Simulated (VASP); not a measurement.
# SnO in VASP: single point with PBE+D3(BJ)

Aim: the single point of SnO with PBE+D3(BJ).

Everything below comes from runs of VASP 6.6.1. Logs are shortened: lines on timing, memory, paths and dates and some standing lists are left out, and cuts for length are marked.

## Step 1: The cell of the first run

The cell holds a slab with vacuum, 8 atoms: a = 3.820 Å, b = 3.820 Å, c = 22.226 Å, α = 90.00°, β = 90.00°, γ = 90.00°.

## Step 2: Single point, PBE+D3(BJ) (layers slid over each other)

The input, INCAR:

```
SYSTEM = SnO
PREC = Accurate ; ENCUT = 520
EDIFF = 1E-6 ; ISMEAR = 0
SIGMA = 0.05 ; LREAL = .FALSE.
LASPH = .TRUE. ; NELM = 120
ALGO = Normal ; ISIF = 2
LWAVE = .FALSE. ; LCHARG = .FALSE.
LDIPOL = .TRUE. ; IDIPOL = 3
DIPOL = 0.5 0.5 0.399 ; GGA = PE
IVDW = 12 ; NBANDS = 50
GGA_COMPAT = .FALSE. ; NELMDL = -8
```

The input, KPOINTS:

```
regular mesh
0
G
  7 7 1
  0 0 0
```

The input, POSCAR:

```
SnO
1.0
    3.8201713480      0.0000000000      0.0000000000
    0.0000000000      3.8201713480      0.0000000000
    0.0000000000      0.0000000000     22.2260704682
Sn O
4 4
Direct
    0.5000000000      0.0000000000      0.2024649389
    0.0000000000      0.5000000000      0.3087831132
    0.0000000000      1.0000000000      0.4887519478
   -0.5000000000      1.5000000000      0.5950701221
    0.0000000000      0.0000000000      0.2556240261
    0.5000000000      0.5000000000      0.2556240261
   -0.5000000000      1.0000000000      0.5419110350
    0.0000000000      1.5000000000      0.5419110350
```

Potentials or basis: VASP PAW PBE potentials, release 64 (Sn_d, O).

On the command line:

```sh
> cat potpaw_PBE.64/Sn_d/POTCAR potpaw_PBE.64/O/POTCAR > POTCAR
> mpirun -np 1 vasp_std > vasp.out
```

OUTCAR:

```text
SYSTEM = SnO
   PREC = Accurate
   ENCUT = 520
   EDIFF = 1E-6
   ISMEAR = 0
   LREAL = .FALSE.
   LASPH = .TRUE.
   NELM = 120
   ISIF = 2
   GGA = PE
   IVDW = 12
   NELMDL = -8
 IVDW          = 12

 ion  position               nearest neighbor table
   1  0.500  0.000  0.202-   5 2.25   6 2.25   6 2.25   5 2.25   2 3.59   2 3.59   2 3.59   2 3.59

   2  0.000  0.500  0.309-   5 2.25   6 2.25   5 2.25   6 2.25   1 3.59   1 3.59   1 3.59   1 3.59

   3  0.000  0.000  0.489-   7 2.25   8 2.25   8 2.25   7 2.25   4 3.59   4 3.59   4 3.59   4 3.59

   4  0.500  0.500  0.595-   7 2.25   8 2.25   7 2.25   8 2.25   3 3.59   3 3.59   3 3.59   3 3.59

   5  0.000  0.000  0.256-   2 2.25   2 2.25   1 2.25   1 2.25
   6  0.500  0.500  0.256-   2 2.25   2 2.25   1 2.25   1 2.25
   7  0.500  0.000  0.542-   4 2.25   4 2.25   3 2.25   3 2.25
   8  0.000  0.500  0.542-   4 2.25   4 2.25   3 2.25   3 2.25

  LATTYP: Found a simple tetragonal cell.
 ALAT       =     3.8201713480
 C/A-ratio  =     5.8180820815

  Lattice vectors:

 A1 = (   3.8201713480,   0.0000000000,   0.0000000000)
 A2 = (   0.0000000000,   3.8201713480,   0.0000000000)
 A3 = (   0.0000000000,   0.0000000000,  22.2260704682)

Analysis of symmetry for initial positions (statically):
=====================================================================
 Subroutine PRICEL returns:
 Original cell was already a primitive cell.

 Routine SETGRP: Setting up the symmetry group for a
 simple tetragonal supercell.

 Subroutine GETGRP returns: Found  8 space group operations
 (whereof  4 operations were pure point group operations)
 out of a pool of 16 trial point group operations.

The static configuration has the point symmetry C_2v.
 The point group associated with its full space group is D_2h.

Analysis of symmetry for dynamics (positions and initial velocities):
=====================================================================
 Subroutine PRICEL returns:
 Original cell was already a primitive cell.

 Routine SETGRP: Setting up the symmetry group for a
 simple tetragonal supercell.

 Subroutine GETGRP returns: Found  8 space group operations
 (whereof  4 operations were pure point group operations)
 out of a pool of 16 trial point group operations.

The dynamic configuration has the point symmetry C_2v.
 The point group associated with its full space group is D_2h.

 Subroutine INISYM returns: Found  8 space group operations
 (whereof  4 operations are pure point group operations),
 and found     1 'primitive' translations

----------------------------------------------------------------------------------------

                                     Primitive cell

  volume of cell :     324.3608

  direct lattice vectors                    reciprocal lattice vectors
     3.820171348  0.000000000  0.000000000     0.261768363  0.000000000  0.000000000
     0.000000000  3.820171348  0.000000000     0.000000000  0.261768363  0.000000000
     0.000000000  0.000000000 22.226070468     0.000000000  0.000000000  0.044992209

  length of vectors
     3.820171348  3.820171348 22.226070468     0.261768363  0.261768363  0.044992209

  position of ions in fractional coordinates (direct lattice)
     0.500000000  0.000000000  0.202464939
     0.000000000  0.500000000  0.308783113
     0.000000000  0.000000000  0.488751948
     0.500000000  0.500000000  0.595070122
     0.000000000  0.000000000  0.255624026
     0.500000000  0.500000000  0.255624026
     0.500000000  0.000000000  0.541911035
     0.000000000  0.500000000  0.541911035

  ion indices of the primitive-cell ions
   primitive index   ion index
                 1           1
                 2           2
                 3           3
                 4           4
                 5           5
                 6           6
                 7           7
                 8           8

----------------------------------------------------------------------------------------

 KPOINTS: regular mesh

Automatic generation of k-mesh.
 Grid dimensions read from file:
 generate k-points for:    7    7    1

 Generating k-lattice:

  Cartesian coordinates                     Fractional coordinates (reciprocal lattice)
     0.037395480  0.000000000  0.000000000     0.142857143  0.000000000  0.000000000
     0.000000000  0.037395480  0.000000000     0.000000000  0.142857143  0.000000000
     0.000000000  0.000000000  0.044992209     0.000000000  0.000000000  1.000000000

  Length of vectors
     0.037395480  0.037395480  0.044992209

  Shift w.r.t. Gamma in fractional coordinates (k-lattice)
     0.000000000  0.000000000  0.000000000

 Subroutine IBZKPT returns following result:
 ===========================================

 Found     16 irreducible k-points:

 Following reciprocal coordinates:
            Coordinates               Weight
  0.000000  0.000000  0.000000      1.000000
  0.142857  0.000000  0.000000      2.000000
  0.000000  0.142857  0.000000      2.000000
  0.285714  0.000000  0.000000      2.000000
  0.000000  0.285714  0.000000      2.000000
  0.428571  0.000000  0.000000      2.000000
[... 8 lines left out ...]
 -0.285714  0.428571  0.000000      4.000000
  0.428571  0.428571  0.000000      4.000000
   k-points           NKPTS =     16   k-points in BZ     NKDIM =     16   number of bands    NBANDS=     50
   number of dos      NEDOS =    301   number of ions     NIONS =      8
   total plane-waves  NPLWV = 131712
   dimension x,y,z NGX =    28 NGY =   28 NGZ =  168
   dimension x,y,z NGXF=    56 NGYF=   56 NGZF=  336
   ions per type =               4   4
   NGX,Y,Z   is equivalent  to a cutoff of  12.19, 12.19, 12.57 a.u.
   NGXF,Y,Z  is equivalent  to a cutoff of  24.37, 24.37, 25.13 a.u.
 SYSTEM =  SnO
   PREC   = accura    normal or accurate (medium, high low for compatibility)
   ISTART =      0    job   : 0-new  1-cont  2-samecut
   ICHARG =      2    charge: 1-file 2-atom 10-const
   ISPIN  =      1    spin polarized calculation?
   LNONCOLLINEAR =      F non collinear calculations
   LSORBIT =      F    spin-orbit coupling
   LASPH  =      T    aspherical Exc in radial PAW
   ENCUT  =  520.0 eV  38.22 Ry    6.18 a.u.   7.10  7.10 41.33*2*pi/ulx,y,z
   NELM   =    120;   NELMIN=  2; NELMDL= -8     # of ELM steps
   EDIFF  = 0.1E-05   stopping-criterion for ELM
   LREAL  =      F    real-space projection
   EDIFFG = 0.1E-04   stopping-criterion for IOM
   NSW    =      0    number of steps for IOM
   IBRION =     -1    ionic relax: 0-MD 1-quasi-New 2-CG
   NFREE  =      0    steps in history (QN), initial steepest desc. (CG)
   ISIF   =      2    stress and relaxation
   ISYM   =      2    0-nonsym 1-usesym 2-fastsym
   POTIM  = 0.5000    time-step for ionic-motion
   TEBEG  =    0.0;   TEEND  =   0.0 temperature during run
   PSTRESS=    0.0 pullay stress
   NELECT =      80.0000    total number of electrons
   NUPDOWN=      -1.0000    fix difference up-down
   EMIN   =  10.00;   EMAX   =-10.00  energy-range for DOS
   EFERMI =   0.00;   METHOD = LEGACY
   ISMEAR =     0;   SIGMA  =   0.05  broadening in eV -4-tet -1-fermi 0-gaus
   EFERMI_NEDOS =   21; number of points for ismear=-14 and -15
   IALGO  =     38    algorithm
   IMIX   =      4    mixing-type and parameters
     AMIX     =   0.40;   BMIX     =  1.00
     AMIX_MAG =   1.60;   BMIX_MAG =  1.00
  volume/ion in A,a.u.               =      40.55       273.61
  Fermi-wavevector in a.u.,A,eV,Ry     =   1.026665  1.940115 14.341095  1.054041
  Thomas-Fermi vector in A             =   2.160570
   LORBIT       =      0    0 simple, 1 ext, 2 COOP (PROOUT), +10 PAW based schemes
   GGA     = PE    functional components
   LHFCALC =     F    Hartree Fock is set to
   AEXX    =    0.0000 exact exchange contribution
   IVDW    =    12    specifies the selected vdW correction
   LEPSILON=     F    determine dielectric tensor
   LRPA    =     F    only Hartree local field effects (RPA)
 non-spin polarized calculation
 Gauss-broadening in eV      SIGMA  =   0.05
  energy-cutoff  :      520.00
  volume of cell :      324.36
 maximum number of plane-waves:      8769
   NGX = 15   NGY = 15   NGZ = 83

 dipolmoment           0.000000      0.000000     -0.000002 electrons x Angstroem

 number of electron      79.9999971 magnetization

 dipolmoment           0.000000      0.000000      0.000000 electrons x Angstroem

 Free energy of the ion-electron system (eV)
  ---------------------------------------------------
  ext. energy  EPLUGINS =         0.00000000
  ---------------------------------------------------
  free energy    TOTEN  =       -45.16910569 eV

  energy without entropy =      -45.16910569  energy(sigma->0) =      -45.16910569

 E-fermi :   0.0750     XC(G=0):  -5.2980

 val. band max:       -0.1487755738   @ k =   0.1429   0.0000   0.0000
 cond. band min:       2.1719876323   @ k =   0.4286   0.0000   0.0000
 fundamental gap:      2.3207632061
 Fermi energy:         0.0750183694

 k-point     1 :       0.0000    0.0000    0.0000
  band No.  band energies     occupation
      1     -21.0539      2.00000
      2     -21.0539      2.00000
      3     -20.6934      2.00000
      4     -20.6934      2.00000
      5     -20.6561      2.00000
      6     -20.6558      2.00000
[... 42 lines left out ...]
     49       5.2509      0.00000
     50       5.2603      0.00000

 k-point     2 :       0.1429    0.0000    0.0000
  band No.  band energies     occupation
      1     -21.0450      2.00000
      2     -21.0450      2.00000
      3     -20.6940      2.00000
      4     -20.6939      2.00000
      5     -20.6575      2.00000
      6     -20.6565      2.00000
[... 734 lines left out ...]
 k-point    16 :       0.4286    0.4286    0.0000
  band No.  band energies     occupation
      1     -20.9947      2.00000
      2     -20.9946      2.00000
      3     -20.9807      2.00000
      4     -20.9807      2.00000
      5     -20.6606      2.00000
      6     -20.6605      2.00000
[... 42 lines left out ...]
     49       6.3696      0.00000
     50       6.3850      0.00000

------------------------ aborting loop because EDIFF is reached ----------------------------------------

 vacuum level on the upper side and lower side of the slab       (xc-potential included)        -0.161        -0.161

 Edisp (eV)   -1.25535

 E8    (eV) :    -0.5552

  FORCE on cell =-STRESS in cart. coord.  units (eV):
  Direction    XX          YY          ZZ          XY          YZ          ZX
  --------------------------------------------------------------------------------------
  -------------------------------------------------------------------------------------
  Total       0.18578     0.31125    -0.07967     0.00000     0.00000     0.00000
  in kB       0.91767     1.53742    -0.39351     0.00000     0.00000     0.00000
  external pressure =        0.69 kB  Pullay stress =        0.00 kB

 VOLUME and BASIS-vectors are now :
 -----------------------------------------------------------------------------
  energy-cutoff  :      520.00
  volume of cell :      324.36
      direct lattice vectors                 reciprocal lattice vectors
     3.820171348  0.000000000  0.000000000     0.261768363  0.000000000  0.000000000
     0.000000000  3.820171348  0.000000000     0.000000000  0.261768363  0.000000000
     0.000000000  0.000000000 22.226070468     0.000000000  0.000000000  0.044992209

 POSITION                                       TOTAL-FORCE (eV/Angst)
 -----------------------------------------------------------------------------------
      1.91009      0.00000      4.50000         0.000000      0.000000     -0.078866
      0.00000      1.91009      6.86304         0.000000      0.000000      0.122808
      0.00000      0.00000     10.86304         0.000000      0.000000     -0.122808
      1.91009      1.91009     13.22607         0.000000      0.000000      0.078866
      0.00000      0.00000      5.68152         0.000000      0.000000      0.008489
      1.91009      1.91009      5.68152         0.000000      0.000000      0.010261
      1.91009      0.00000     12.04455         0.000000      0.000000     -0.010261
      0.00000      1.91009     12.04455         0.000000      0.000000     -0.008489
 -----------------------------------------------------------------------------------
    total drift:                                0.000000      0.000000     -0.000004

  FREE ENERGIE OF THE ION-ELECTRON SYSTEM (eV)
  ---------------------------------------------------
  free  energy   TOTEN  =       -46.4244580386 eV

  energy  without entropy=      -46.4244580386  energy(sigma->0) =      -46.42445804

 vacuum level on the upper side and lower side of the slab         4.797         4.797
```

It took 11 min on 1 thread of Oxide Virtual Turin-like, shared host; peak memory 0.41 GiB.

What came out:

* Free energy: -46.4245 eV
* Largest force: 0.123 eV/Å
* Band gap on the k mesh: 2.32 eV (least direct gap 2.53 eV)
* Dispersion energy per atom: -0.157 eV

Forces on the atoms (eV/Å):
```
Sn   0.000  0.000 -0.079
Sn   0.000  0.000  0.123
Sn   0.000  0.000 -0.123
Sn   0.000  0.000  0.079
O    0.000  0.000  0.008
O    0.000  0.000  0.010
O    0.000  0.000 -0.010
O    0.000  0.000 -0.008
```

Levels at points of the mesh, in eV from the valence-band top:
```
           k point  band 38  band 39  band 40  band 41  band 42  band 43
(0.00, 0.00, 0.00)    -2.00    -0.69    -0.03     2.49     2.81     2.82
```

Caveat: the cell differs from its parent crystal (layers slid over each other); spin-orbit coupling is left out, which moves the levels of the heavy elements.
